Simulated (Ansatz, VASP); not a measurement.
## NiO2: VASP beside Ansatz

File INCAR:

```
SYSTEM = NiO2
ALGO = Normal
EDIFF = 1E-6
ENCUT = 520
GGA = PS
ISIF = 2
ISMEAR = 0
LASPH = .True.
LCHARG = .True.
LELF = .True.
LREAL = .False.
LVHAR = .True.
LWAVE = .False.
NBANDS = 18
NELM = 60
PREC = Accurate
SIGMA = 0.05
```

Contents of KPOINTS:

```
k-points
0
Gamma
  12 12 6
  0 0 0
```

File POSCAR:

```
NiO2
1.0
    2.8624235356      0.0000000000      0.0000000000
   -1.4312117678      2.4789314982      0.0000000000
    0.0000000000      0.0000000000      4.7038205961
Ni O
1 2
Direct
    0.0000000000      0.0000000000      0.5000000000
    0.6666666667      0.3333333333      0.7253664501
    0.3333333333      0.6666666667      0.2746335499
```

Input for Ansatz:

```yaml
crystal:
  lattice:
    - [2.8624235356, 0.0, 0.0]
    - [-1.4312117678, 2.4789314982, 0.0]
    - [0.0, 0.0, 4.7038205961]
  atoms:
    - { symbol: Ni, position: [0.0, 0.0, 0.5] }
    - { symbol: O, position: [0.6666666667, 0.3333333333, 0.7253664501] }
    - { symbol: O, position: [0.3333333333, 0.6666666667, 0.2746335499] }
basis:
  ecutwfc: 520.0
kpoints:
  mp_grid: { grid: [12, 12, 6] }
hamiltonian:
  xc: pbesol
scf:
  occupations: { method: gaussian, width: 0.05 }
output:
  forces: true
  stress: true
  eigenvalues: true
```

Alike in both runs: task single point; functional PBEsol; k mesh 12 × 12 × 6; occupations gaussian, width 0.05 eV; no spin polarisation.

|  | VASP | Ansatz |
| --- | --- | --- |
| version | VASP 6.6.1 | Ansatz 0.2.0 |
| potentials or method | VASP PAW PBE potentials, release 64 (Ni, O), cutoff 520 eV | scalar-relativistic, plane waves, PAW |
| valence electrons in the cell | 22 | 30 |

|  | VASP | Ansatz | Ansatz less VASP |
| --- | --- | --- | --- |
| gap on the k mesh at the Fermi level (eV) | 0.70 | 0.73 | +0.024 |
| least direct gap on the mesh (eV) | 0.79 | 0.81 | +0.021 |
| pressure (GPa) | -22.7 | -23.1 | -0.41 |
| traceless stress, the component that is largest in VASP (GPa) | -1.82 | -1.69 | +0.131 |
| rms of the force components (eV/Å) | 1.127 | 1.159 | +0.0320 |

VASP's potentials were made for PBE, not for PBEsol. Atom by atom the forces differ by 0.032 eV/Å (rms over components). VASP's potentials hold 22 valence electrons a cell and Ansatz's 30, so a difference there can come from the potentials and not from the codes.
